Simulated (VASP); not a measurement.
Write the native input for VASP 6.6.1 that does the following.

- Task: single point
- Functional: LDA
- Potentials or basis: VASP PAW LDA potentials, release 64 (Sb)
- Cutoff: 520 eV
- k mesh: 5 × 5 × 4
- Occupations: gaussian, width 0.1 eV
- Spin: non-collinear spin, zero start, spin-orbit coupling
- Starting moments: [[0.0, 0.0, 0.0], [0.0, 0.0, 0.0], [0.0, 0.0, 0.0], [0.0, 0.0, 0.0]] μB
- Dipole correction: no
- Further INCAR settings: ALGO = Normal; EDIFF = 1e-06; NBANDS = 34

The structure of Sb lies in POSCAR:

```
Sb
1.0
    4.5277000000      0.0000000000      0.0000000000
    0.0000000000      4.4211000000      0.0000000000
   -1.3205190000      0.0000000000      6.3643480000
Sb
4
Direct
    0.3399300000      0.2500000000      0.6836700000
    0.9366380000      0.7500000000      0.7627580000
    0.0633620000      0.2500000000      0.2372420000
    0.6600700000      0.7500000000      0.3163300000
```

These files were run (other wordings do the same):

INCAR

```
SYSTEM = Sb
PREC     = Accurate       ! precision mode
ENCUT    = 520            ! plane-wave cutoff, eV
EDIFF    = 1E-6           ! SCF threshold, eV
ISMEAR   = 0              ! smearing method
SIGMA    = 0.1            ! smearing width, eV
LREAL    = .FALSE.        ! projectors in reciprocal space
LASPH    = .TRUE.         ! aspherical terms in the spheres
NELM     = 150            ! most SCF steps
ALGO     = Normal         ! electronic algorithm
ISIF     = 2              ! what is computed and relaxed
LWAVE    = .FALSE.        ! write WAVECAR
LCHARG   = .TRUE.         ! write CHGCAR
LNONCOLLINEAR= .TRUE.         ! non-collinear magnetism
MAGMOM   = 0 0 0 0 0 0 0 0 0 0 0 0 ! initial moments
LORBIT   = 11             ! projections on sites
LSORBIT  = .TRUE.         ! spin-orbit coupling
GGA_COMPAT= .FALSE.      
LORBMOM  = .TRUE.       
GGA      = CA             ! functional
LVHAR    = .TRUE.       
NBANDS   = 34             ! bands
```

KPOINTS

```
regular mesh
0
G
  5 5 4
  0 0 0
```

Potentials or basis: VASP PAW LDA potentials, release 64 (Sb).

Command:

```console
$ cat potpaw_LDA.64/Sb/POTCAR > POTCAR
$ mpirun -np 1 vasp_ncl > vasp.out
```

Results of the run:

- Pressure: -3.3 GPa
- Largest force: 0.115 eV/Å
- Net moment: 0.00 μB per cell
- Valence electrons inside the program's atomic spheres: Sb 2.40, 2.38

Run time: 4.1 min on 1 thread of Intel Xeon 6975P-C, with other jobs on the host, peak memory 0.46 GiB.
